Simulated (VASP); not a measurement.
# CoO (R3m) in VASP: a series of runs, part 2 of 2

VASP 6.6.1.

### 3 Single point, PBE

This run uses another cell than the first one, of 11.41 Å³/atom.

The input, INCAR:

```
SYSTEM = CoO
  ALGO = Normal
  EDIFF = 1E-6
  ENCUT = 520
  GGA = PE
  ISIF = 2
  ISMEAR = 0
  LASPH = .TRUE.
  LCHARG = .FALSE.
  LREAL = .FALSE.
  LWAVE = .FALSE.
  NBANDS = 23
  NELM = 100
  PREC = Accurate
  SIGMA = 0.01
```

The input, KPOINTS:

```
k-points
0
G
  12 12 12
  0 0 0
```

The input, POSCAR:

```
CoO
1.0
    1.6022198417      0.9250420569      5.1329417806
   -1.6022198417      0.9250420569      5.1329417806
    0.0000000000     -1.8500841138      5.1329417806
Co O
2 2
Direct
    0.9994877300      0.9994877300      0.9994877300
    0.4994905900      0.4994905900      0.4994905900
    0.3754955300      0.3754955300      0.3754955300
    0.8755255000      0.8755255000      0.8755255000
```

Potentials or basis: VASP PAW PBE potentials, release 64 (Co, O).

On the command line:

```
> cat potpaw_PBE.64/Co/POTCAR potpaw_PBE.64/O/POTCAR > POTCAR
> mpirun -np 1 vasp_std > vasp.out
```

It took 7.8 min on 1 thread of Intel Xeon Platinum 8488C (Sapphire Rapids), shared host; peak memory 0.36 GiB.

It converged, with:

* Free energy: -25.9808 eV
* Pressure: -14.1 GPa
* Largest force: 0.199 eV/Å
* Band gap on the k mesh: zero (bands 15 and 16 overlap by 1.27 eV)

Forces in eV/Å, atoms in the order of the input:
```
Co   0.000  0.000  0.199
Co   0.000  0.000  0.196
O    0.000  0.000 -0.195
O    0.000  0.000 -0.199
```

Stress tensor (GPa, compression positive):
```
-14.95   0.00   0.00
  0.00 -14.95   0.00
  0.00   0.00 -12.32
```

Levels at points of the mesh, in eV from the Fermi level:
```tsv
k point	band 12	band 13	band 14	band 15	band 16	band 17	band 18	band 19
(0.00, 0.00, 0.00)	-1.12	-1.12	0.19	0.31	0.31	1.20	1.20	1.29
(0.50, 0.00, 0.00)	-1.07	-0.98	-0.98	0.04	0.04	0.09	0.09	5.92
(0.50, 0.50, 0.00)	-1.09	-0.92	-0.77	-0.48	-0.40	0.41	0.45	5.57
(0.50, 0.50, 0.50)	-1.33	-0.06	-0.06	0.87	0.87	0.87	0.87	2.73
```

Caveat: the cell stands under tension; the run has no spin polarisation, though such a crystal can be magnetic; semilocal functionals often make such compounds metallic where correlation or magnetic order opens a gap, which also shifts bond lengths.

### 4 Single point, PBE, collinear spin, zero start

This run uses another cell than the first one, of 11.41 Å³/atom.

The input, INCAR:

```
SYSTEM = CoO
PREC = Accurate
ENCUT = 520
EDIFF = 1E-7
ISMEAR = 0
SIGMA = 0.01
LREAL = .FALSE.
LASPH = .TRUE.
NELM = 150
ALGO = Normal
ISIF = 2
LWAVE = .FALSE.
LCHARG = .FALSE.
ISPIN = 2
MAGMOM = 0 0 0 0
LORBIT = 11
NUPDOWN = 0.0
LMAXMIX = 4
GGA = PE
NBANDS = 27
```

The input, KPOINTS:

```
regular mesh
0
G
  12 12 12
  0 0 0
```

POSCAR is that of step 3.

Potentials or basis: VASP PAW PBE potentials, release 64 (Co, O).

On the command line:

```
> cat potpaw_PBE.64/Co/POTCAR potpaw_PBE.64/O/POTCAR > POTCAR
> mpirun -np 1 vasp_std > vasp.out
```

OUTCAR:

```text
SYSTEM = CoO
   PREC = Accurate
   ENCUT = 520
   EDIFF = 1E-7
   ISMEAR = 0
   LREAL = .FALSE.
   LASPH = .TRUE.
   NELM = 150
   ISIF = 2
   ISPIN = 2
   LORBIT = 11
   NUPDOWN = 0.0
   GGA = PE

 ion  position               nearest neighbor table
   1  0.999  0.999  0.999-   4 1.91   3 1.96   3 1.96   3 1.96
   2  0.499  0.499  0.499-   3 1.91   4 1.96   4 1.96   4 1.96
   3  0.375  0.375  0.375-   2 1.91   1 1.96   1 1.96   1 1.96
   4  0.876  0.876  0.876-   1 1.91   2 1.96   2 1.96   2 1.96

  LATTYP: Found a trigonal (rhomboedric) cell.
 ALAT       =     5.4561802162
 COS(alpha) =     0.8275366594

  Lattice vectors:

 A1 = (   1.6022198417,   0.9250420569,   5.1329417806)
 A2 = (  -1.6022198417,   0.9250420569,   5.1329417806)
 A3 = (   0.0000000000,  -1.8500841138,   5.1329417806)

Analysis of symmetry for initial positions (statically):
=====================================================================
 Subroutine PRICEL returns:
 Original cell was already a primitive cell.

[... 1647 lines left out ...]
  FORCE on cell =-STRESS in cart. coord.  units (eV):
  Direction    XX          YY          ZZ          XY          YZ          ZX
  --------------------------------------------------------------------------------------
  -------------------------------------------------------------------------------------
  Total       -4.2583417     -4.2583417     -3.5072273      0.0000000     -0.0000000     -0.0000000
  in kB     -149.4685830   -149.4685830   -123.1043292      0.0000000     -0.0000000     -0.0000000
  external PRESSURE =    -140.6804984 kB  Pullay stress =       0.0000000 kB

 VOLUME and BASIS-vectors are now :
 -----------------------------------------------------------------------------
  energy-cutoff  :      520.00
  volume of cell :       45.65
      direct lattice vectors                 reciprocal lattice vectors
     1.602219842  0.925042057  5.132941781     0.312067038  0.180171988  0.064940018
    -1.602219842  0.925042057  5.132941781    -0.312067038  0.180171988  0.064940018
     0.000000000 -1.850084114  5.132941781     0.000000000 -0.360343977  0.064940018

 POSITION                                       TOTAL-FORCE (eV/Angst)
 -----------------------------------------------------------------------------------
      0.00000      0.00000     15.39094         0.000000      0.000000      0.198918
      0.00000      0.00000      7.69157         0.000000      0.000000      0.195695
      0.00000      0.00000      5.78219         0.000000      0.000000     -0.195509
      0.00000      0.00000     13.48206         0.000000      0.000000     -0.199105
 -----------------------------------------------------------------------------------
    total drift:                                0.000000     -0.000000     -0.000338

  FREE ENERGIE OF THE ION-ELECTRON SYSTEM (eV)
  ---------------------------------------------------
  free  energy   TOTEN  =       -25.9808180071 eV

  energy  without entropy=      -25.9806004901  energy(sigma->0) =      -25.98070925

 total charge

# of ion       s       p       d       tot
------------------------------------------
    1        0.330   0.424   7.316   8.070
    2        0.330   0.424   7.316   8.070
    3        1.563   3.372   0.000   4.935
    4        1.563   3.372   0.000   4.935
--------------------------------------------------
tot          3.786   7.593  14.633  26.011

 magnetization (x)

# of ion       s       p       d       tot
------------------------------------------
    1       -0.000  -0.000  -0.000  -0.000
    2        0.000   0.000   0.000   0.000
    3       -0.000  -0.000   0.000  -0.000
    4        0.000   0.000   0.000   0.000
--------------------------------------------------
tot         -0.000  -0.000   0.000  -0.000
```

Run time: 19 min. Hardware: 1 thread of Intel Xeon Platinum 8488C (Sapphire Rapids), shared host; peak memory 0.54 GiB.

Results:

```
Free energy                                           : -25.9808 eV
Pressure                                              : -14.1 GPa
Largest force                                         : 0.199 eV/Å
Net moment                                            : 0.00 μB per cell
Valence electrons inside the program's atomic spheres : Co 8.07; O 4.93
```

Forces on the atoms (eV/Å):
```
Co   0.000  0.000  0.199
Co   0.000  0.000  0.196
O    0.000  0.000 -0.196
O    0.000  0.000 -0.199
```

Caveat: the cell stands under tension; the total moment is fixed, so each spin has its own Fermi level.
